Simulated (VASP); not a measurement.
# NaH3: single point with PBE

NaH3:

```
Na H
1.0
     1.54702    0.00000   -4.28971
     0.00000   -4.58709    0.00000
    -6.29310    2.29355    0.00001
Na H
2 6
Direct
  0.25000 0.24982 0.00000
  0.75000 0.75018 0.00000
  0.92701 0.03667 0.50332
  0.25000 0.74977 0.00000
  0.57299 0.53336 0.49668
  0.42701 0.46664 0.50332
  0.07299 0.96333 0.49668
  0.75000 0.25023 0.00000
```

| Quantity | Value |
| --- | --- |
| Program | VASP 6.6.1 |
| Task | single point |
| Functional | PBE |
| Potentials or basis | VASP PAW PBE potentials, release 64 (Na_pv, H) |
| Cutoff | 500 eV |
| k mesh | 4 × 4 × 4 |
| Occupations | gaussian, width 0.1 eV |
| Spin | no spin polarisation |

```yaml
Pressure: -0.1 GPa
Largest_force: 0.013 eV/Å
Band_gap_on_the_k_mesh: 3.00 eV (least direct gap 3.12 eV)
```

Forces on the atoms (eV/Å):
```
Na   0.000  0.000  0.000
Na   0.000  0.000  0.000
H    0.003  0.003 -0.012
H    0.000 -0.001  0.000
H   -0.003  0.003  0.012
H    0.003 -0.003 -0.012
H   -0.003 -0.003  0.012
H    0.000  0.001  0.000
```

Levels at points of the mesh, in eV from the valence-band top:
| k point | band 6 | band 7 | band 8 | band 9 | band 10 | band 11 | band 12 | band 13 | band 14 | band 15 |
| --- | --- | --- | --- | --- | --- | --- | --- | --- | --- | --- |
| (0.00, 0.00, 0.00) | -22.77 | -7.44 | -6.23 | -2.51 | 0.00 | 3.12 | 4.79 | 5.89 | 6.38 | 6.44 |
| (0.50, 0.00, 0.00) | -22.80 | -6.82 | -6.82 | -1.39 | -1.39 | 4.13 | 4.13 | 5.45 | 5.45 | 7.11 |
| (0.00, 0.50, 0.00) | -22.80 | -6.83 | -6.83 | -1.41 | -1.40 | 4.53 | 4.60 | 5.53 | 5.59 | 6.34 |
| (0.50, 0.50, 0.00) | -22.76 | -6.76 | -6.75 | -1.09 | -1.00 | 3.00 | 3.62 | 3.82 | 4.30 | 6.33 |
| (0.00, 0.00, 0.50) | -22.77 | -7.39 | -6.24 | -2.74 | -0.02 | 4.39 | 4.44 | 5.18 | 5.62 | 7.75 |
| (0.50, 0.00, 0.50) | -22.80 | -6.82 | -6.82 | -1.40 | -1.40 | 4.15 | 4.15 | 5.46 | 5.46 | 7.08 |

Run time: 30 s on 1 thread of AMD EPYC 9R45 96-Core Processor (Zen 5) (shared host), peak memory 0.21 GiB.

A k mesh can miss the band edges.
